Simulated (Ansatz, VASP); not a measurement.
GaSbTeSe2: VASP beside Ansatz

```
Ga Sb Te Se
1.0
     5.16951    0.00000    0.00000
    -2.58475    4.47693    0.00000
     0.00000    0.00000   11.33126
Ga Sb Te Se
2 2 2 4
Direct
  0.33333 0.66667 0.75000
  0.66667 0.33333 0.25000
  0.66667 0.33333 0.75000
  0.33333 0.66667 0.25000
  0.00000 0.00000 0.50000
  0.00000 0.00000 0.00000
  0.66667 0.33333 0.49691
  0.33333 0.66667 0.50309
  0.66667 0.33333 0.00309
  0.33333 0.66667 0.99691
```

Change from the starting cell: species swapped into the PrNiSnH2 type (P6_3/mmc, No. 194).

Alike in both runs: functional PBE; k mesh 6 × 6 × 2; occupations gaussian, width 0.1 eV; no spin polarisation.

Ansatz relaxed the structure, and its values are those at the end. VASP's run is a single point on that final structure, the one shown.

|  | VASP | Ansatz |
| --- | --- | --- |
| version | VASP 6.6.1 | Ansatz 0.2.0 |
| potentials or method | VASP PAW PBE potentials, release 64 (Ga_d, Sb, Te, Se), cutoff 520 eV | scalar-relativistic, plane waves, PAW |
| valence electrons in the cell | 72 | 152 |

VASP gave:

* gap on the k mesh at the Fermi level (eV): none
* pressure (GPa): 0.1
* rms of the force components (eV/Å): 0.011

Question: Estimate Ansatz's values.

Answer: gap on the k mesh at the Fermi level (eV): none; pressure (GPa): 0.1; rms of the force components (eV/Å): 0.008.

A gap of «none» marks a metal or a gap that the smearing closes. VASP's potentials hold 72 valence electrons a cell and Ansatz's 152, so a difference there can come from the potentials and not from the codes.

Spin-orbit coupling is off throughout.
